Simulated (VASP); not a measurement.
# CdS (kat) (P6_3mc) in VASP: single point with LDA

Aim: the single point of CdS (kat) with LDA.

Everything below comes from runs of VASP 6.6.1. Logs are shortened: lines on timing, memory, paths and dates and some standing lists are left out, and cuts for length are marked.

**1. The cell of the first run**

It takes space group P6_3mc (No. 186, hexagonal). Conventional cell: a = 4.165 Å, b = 4.165 Å, c = 6.768 Å, α = 90.00°, β = 90.00°, γ = 120.00°. Within 3.4 Å of Cd (site symmetry 3m) lie 4 S at 2.54 to 2.55 Å. S (site symmetry 3m) has 4 Cd at 2.54 to 2.55 Å within 3.4 Å.

**2. Single point, LDA (strained cell)**

The input, INCAR:

```
SYSTEM = CdS
ALGO = Normal
EDIFF = 1E-7
ENCUT = 520
GGA = CA
ISIF = 2
ISMEAR = 0
LASPH = .True.
LCHARG = .False.
LREAL = .False.
LWAVE = .False.
NBANDS = 26
NELM = 100
PREC = Accurate
SIGMA = 0.02
```

The input, KPOINTS:

```
k-points
0
Gamma
  9 9 4
  0 0 0
```

The input, POSCAR:

```
CdS
1.0
    4.1645756403      0.0000000000      0.0000000000
   -2.0822878201      3.6066283005      0.0000000000
    0.0000000000      0.0000000000      6.7680335248
Cd S
2 2
Direct
    0.6666666667      0.3333333333      0.5000729642
    0.3333333333      0.6666666667      0.0000729642
    0.6666666667      0.3333333333      0.8769270358
    0.3333333333      0.6666666667      0.3769270358
```

Potentials or basis: VASP PAW LDA potentials, release 64 (Cd, S).

The run is started by

```sh
$ cat potpaw_LDA.64/Cd/POTCAR potpaw_LDA.64/S/POTCAR > POTCAR
$ mpirun -np 1 vasp_std > vasp.out
```

OUTCAR:

```text
SYSTEM = CdS
   EDIFF = 1E-7
   ENCUT = 520
   GGA = CA
   ISIF = 2
   ISMEAR = 0
   LASPH = .True.
   LREAL = .False.
   NELM = 100
   PREC = Accurate

 ion  position               nearest neighbor table
   1  0.667  0.333  0.500-   4 2.54   4 2.54   4 2.54   3 2.55
   2  0.333  0.667  0.000-   3 2.54   3 2.54   3 2.54   4 2.55
   3  0.667  0.333  0.877-   2 2.54   2 2.54   2 2.54   1 2.55
   4  0.333  0.667  0.377-   1 2.54   1 2.54   1 2.54   2 2.55

  LATTYP: Found a hexagonal cell.
 ALAT       =     4.1645756403
 C/A-ratio  =     1.6251436183

  Lattice vectors:

 A1 = (   4.1645756403,   0.0000000000,   0.0000000000)
 A2 = (  -2.0822878201,   3.6066283005,   0.0000000000)
 A3 = (   0.0000000000,   0.0000000000,   6.7680335248)

Analysis of symmetry for initial positions (statically):
=====================================================================
 Subroutine PRICEL returns:
 Original cell was already a primitive cell.

 Routine SETGRP: Setting up the symmetry group for a
 hexagonal supercell.

 Subroutine GETGRP returns: Found 12 space group operations
 (whereof  6 operations were pure point group operations)
 out of a pool of 24 trial point group operations.

The static configuration has the point symmetry C_3v.
 The point group associated with its full space group is C_6v.

Analysis of symmetry for dynamics (positions and initial velocities):
=====================================================================
 Subroutine PRICEL returns:
 Original cell was already a primitive cell.

 Routine SETGRP: Setting up the symmetry group for a
 hexagonal supercell.

 Subroutine GETGRP returns: Found 12 space group operations
 (whereof  6 operations were pure point group operations)
 out of a pool of 24 trial point group operations.

The dynamic configuration has the point symmetry C_3v.
 The point group associated with its full space group is C_6v.

 Subroutine INISYM returns: Found 12 space group operations
 (whereof  6 operations are pure point group operations),
 and found     1 'primitive' translations

----------------------------------------------------------------------------------------

                                     Primitive cell

  volume of cell :     101.6564

  direct lattice vectors                    reciprocal lattice vectors
     4.164575640  0.000000000  0.000000000     0.240120504  0.138633637  0.000000000
    -2.082287820  3.606628301  0.000000000     0.000000000  0.277267275  0.000000000
     0.000000000  0.000000000  6.768033525     0.000000000  0.000000000  0.147753405

  length of vectors
     4.164575640  4.164575640  6.768033525     0.277267275  0.277267275  0.147753405

  position of ions in fractional coordinates (direct lattice)
     0.666666667  0.333333333  0.500072964
     0.333333333  0.666666667  0.000072964
     0.666666667  0.333333333  0.876927036
     0.333333333  0.666666667  0.376927036

  ion indices of the primitive-cell ions
   primitive index   ion index
                 1           1
                 2           2
                 3           3
                 4           4

----------------------------------------------------------------------------------------

 KPOINTS: k-points

Automatic generation of k-mesh.
 Grid dimensions read from file:
 generate k-points for:    9    9    4

 Generating k-lattice:

  Cartesian coordinates                     Fractional coordinates (reciprocal lattice)
     0.026680056  0.015403737  0.000000000     0.111111111  0.000000000  0.000000000
     0.000000000  0.030807475  0.000000000     0.000000000  0.111111111  0.000000000
     0.000000000  0.000000000  0.036938351     0.000000000  0.000000000  0.250000000

  Length of vectors
     0.030807475  0.030807475  0.036938351

  Shift w.r.t. Gamma in fractional coordinates (k-lattice)
     0.000000000  0.000000000  0.000000000

 Subroutine IBZKPT returns following result:
 ===========================================

 Found     36 irreducible k-points:

 Following reciprocal coordinates:
            Coordinates               Weight
  0.000000  0.000000  0.000000      1.000000
  0.111111 -0.000000  0.000000      6.000000
  0.222222 -0.000000  0.000000      6.000000
  0.333333 -0.000000  0.000000      6.000000
  0.444444 -0.000000  0.000000      6.000000
  0.111111  0.111111  0.000000      6.000000
[... 16 lines left out ...]
  0.333333  0.222222  0.250000     24.000000
  0.333333  0.333333  0.250000      4.000000
 [... further k-points ...]
   k-points           NKPTS =     36   k-points in BZ     NKDIM =     36   number of bands    NBANDS=     26
   number of dos      NEDOS =    301   number of ions     NIONS =      4
   total plane-waves  NPLWV =  51200
   dimension x,y,z NGX =    32 NGY =   32 NGZ =   50
   dimension x,y,z NGXF=    64 NGYF=   64 NGZF=  100
   ions per type =               2   2
   NGX,Y,Z   is equivalent  to a cutoff of  12.77, 12.77, 12.28 a.u.
   NGXF,Y,Z  is equivalent  to a cutoff of  25.55, 25.55, 24.56 a.u.
 SYSTEM =  CdS
   PREC   = accura    normal or accurate (medium, high low for compatibility)
   ISTART =      0    job   : 0-new  1-cont  2-samecut
   ICHARG =      2    charge: 1-file 2-atom 10-const
   ISPIN  =      1    spin polarized calculation?
   LNONCOLLINEAR =      F non collinear calculations
   LSORBIT =      F    spin-orbit coupling
   LASPH  =      T    aspherical Exc in radial PAW
   ENCUT  =  520.0 eV  38.22 Ry    6.18 a.u.   7.74  7.74 12.58*2*pi/ulx,y,z
   NELM   =    100;   NELMIN=  2; NELMDL= -5     # of ELM steps
   EDIFF  = 0.1E-06   stopping-criterion for ELM
   LREAL  =      F    real-space projection
   EDIFFG = 0.1E-05   stopping-criterion for IOM
   NSW    =      0    number of steps for IOM
   IBRION =     -1    ionic relax: 0-MD 1-quasi-New 2-CG
   NFREE  =      0    steps in history (QN), initial steepest desc. (CG)
   ISIF   =      2    stress and relaxation
   ISYM   =      2    0-nonsym 1-usesym 2-fastsym
   POTIM  = 0.5000    time-step for ionic-motion
   TEBEG  =    0.0;   TEEND  =   0.0 temperature during run
   PSTRESS=    0.0 pullay stress
   NELECT =      36.0000    total number of electrons
   NUPDOWN=      -1.0000    fix difference up-down
   EMIN   =  10.00;   EMAX   =-10.00  energy-range for DOS
   EFERMI =   0.00;   METHOD = LEGACY
   ISMEAR =     0;   SIGMA  =   0.02  broadening in eV -4-tet -1-fermi 0-gaus
   EFERMI_NEDOS =   21; number of points for ismear=-14 and -15
   IALGO  =     38    algorithm
   IMIX   =      4    mixing-type and parameters
     AMIX     =   0.40;   BMIX     =  1.00
     AMIX_MAG =   1.60;   BMIX_MAG =  1.00
  volume/ion in A,a.u.               =      25.41       171.50
  Fermi-wavevector in a.u.,A,eV,Ry     =   1.158237  2.188751 18.252393  1.341513
  Thomas-Fermi vector in A             =   2.294841
   LORBIT       =      0    0 simple, 1 ext, 2 COOP (PROOUT), +10 PAW based schemes
   GGA     = CA    functional components
   LHFCALC =     F    Hartree Fock is set to
   AEXX    =    0.0000 exact exchange contribution
   IVDW    =     0    specifies the selected vdW correction
   LEPSILON=     F    determine dielectric tensor
   LRPA    =     F    only Hartree local field effects (RPA)
 non-spin polarized calculation
 Gauss-broadening in eV      SIGMA  =   0.02
  energy-cutoff  :      520.00
  volume of cell :      101.66
 maximum number of plane-waves:      2786
 NGX is ok and might be reduce to    32
   NGX = 15   NGY = 15   NGZ = 25

 number of electron      35.9999996 magnetization

 Free energy of the ion-electron system (eV)
  ---------------------------------------------------
  ext. energy  EPLUGINS =         0.00000000
  ---------------------------------------------------
  free energy    TOTEN  =       -14.76044092 eV

  energy without entropy =      -14.76044092  energy(sigma->0) =      -14.76044092

 E-fermi :   1.0378     XC(G=0):  -9.4710

 val. band max:        0.9163153614   @ k =   0.0000   0.0000   0.0000
 cond. band min:       1.8303365179   @ k =   0.0000   0.0000   0.0000
 fundamental gap:      0.9140211565
 Fermi energy:         1.0377530407

 k-point     1 :       0.0000    0.0000    0.0000
  band No.  band energies     occupation
      1     -11.2950      2.00000
      2     -10.8678      2.00000
      3      -6.7524      2.00000
      4      -6.7465      2.00000
      5      -6.7465      2.00000
      6      -6.6673      2.00000
[... 18 lines left out ...]
     25       8.3210      0.00000
     26       8.3210      0.00000

 k-point     2 :       0.1111   -0.0000    0.0000
  band No.  band energies     occupation
      1     -11.2515      2.00000
      2     -10.8486      2.00000
      3      -6.7405      2.00000
      4      -6.7291      2.00000
      5      -6.7139      2.00000
      6      -6.6479      2.00000
[... 18 lines left out ...]
     25       8.2205      0.00000
     26       8.5828      0.00000

 k-point     3 :       0.2222   -0.0000    0.0000
  band No.  band energies     occupation
      1     -11.1376      2.00000
      2     -10.8032      2.00000
      3      -6.7033      2.00000
      4      -6.6897      2.00000
      5      -6.6270      2.00000
      6      -6.5815      2.00000
[... 18 lines left out ...]
     25       8.5043      0.00000
     26       9.2717      0.00000

 k-point     4 :       0.3333   -0.0000    0.0000
  band No.  band energies     occupation
      1     -10.9983      2.00000
      2     -10.7605      2.00000
      3      -6.6713      2.00000
      4      -6.6557      2.00000
      5      -6.5379      2.00000
      6      -6.5121      2.00000
[... 18 lines left out ...]
     25       9.0367      0.00000
     26       9.4940      0.00000
[... 496 lines left out ...]
      1     -10.9001      2.00000
      2     -10.7701      2.00000
      3      -6.6456      2.00000
      4      -6.6205      2.00000
      5      -6.5403      2.00000
      6      -6.5188      2.00000
[... 18 lines left out ...]
     25       8.6595      0.00000
     26       9.7200      0.00000

 k-point    23 :       0.3333    0.2222    0.2500
  band No.  band energies     occupation
      1     -10.8224      2.00000
      2     -10.7576      2.00000
      3      -6.6441      2.00000
      4      -6.5910      2.00000
      5      -6.5275      2.00000
      6      -6.4873      2.00000
[... 18 lines left out ...]
     25       9.2716      0.00000
     26       9.9368      0.00000

 k-point    24 :       0.3333    0.3333    0.2500
  band No.  band energies     occupation
      1     -10.7748      2.00000
      2     -10.7748      2.00000
      3      -6.6487      2.00000
      4      -6.5464      2.00000
      5      -6.5464      2.00000
      6      -6.4789      2.00000
[... 18 lines left out ...]
     25      10.0551      0.00000
     26      10.0630      0.00000

 [... further k-points ...]
[... 5 lines left out ...]
  --------------------------------------------------------------------------------------
  -------------------------------------------------------------------------------------
  Total       -2.1150198     -2.1150198     -2.0528919     -0.0000000      0.0000000      0.0000000
  in kB      -33.3342267    -33.3342267    -32.3550457     -0.0000000      0.0000000      0.0000000
  external PRESSURE =     -33.0078330 kB  Pullay stress =       0.0000000 kB

 VOLUME and BASIS-vectors are now :
 -----------------------------------------------------------------------------
  energy-cutoff  :      520.00
  volume of cell :      101.66
      direct lattice vectors                 reciprocal lattice vectors
     4.164575640  0.000000000  0.000000000     0.240120504  0.138633637  0.000000000
    -2.082287820  3.606628301  0.000000000     0.000000000  0.277267275  0.000000000
     0.000000000  0.000000000  6.768033525     0.000000000  0.000000000  0.147753405

 POSITION                                       TOTAL-FORCE (eV/Angst)
 -----------------------------------------------------------------------------------
      2.08229      1.20221      3.38451        -0.000000     -0.000000      0.001333
     -0.00000      2.40442      0.00049         0.000000      0.000000      0.001333
      2.08229      1.20221      5.93507        -0.000000      0.000000     -0.001333
     -0.00000      2.40442      2.55105         0.000000     -0.000000     -0.001333
 -----------------------------------------------------------------------------------
    total drift:                               -0.000000     -0.000000     -0.000473

  FREE ENERGIE OF THE ION-ELECTRON SYSTEM (eV)
  ---------------------------------------------------
  free  energy   TOTEN  =       -14.7604409237 eV

  energy  without entropy=      -14.7604409237  energy(sigma->0) =      -14.76044092
```

Run time: 70 s. Hardware: 1 thread of AMD EPYC 7R13 (Zen 3), shared host; peak memory 0.19 GiB.

What came out:

- Free energy: -14.7604 eV
- Pressure: -3.3 GPa
- Band gap on the k mesh: 0.91 eV, direct

Stress tensor (GPa, compression positive):
```
-3.33  0.00  0.00
 0.00 -3.33  0.00
 0.00  0.00 -3.24
```

Caveat: the cell differs from its parent crystal (strained cell).
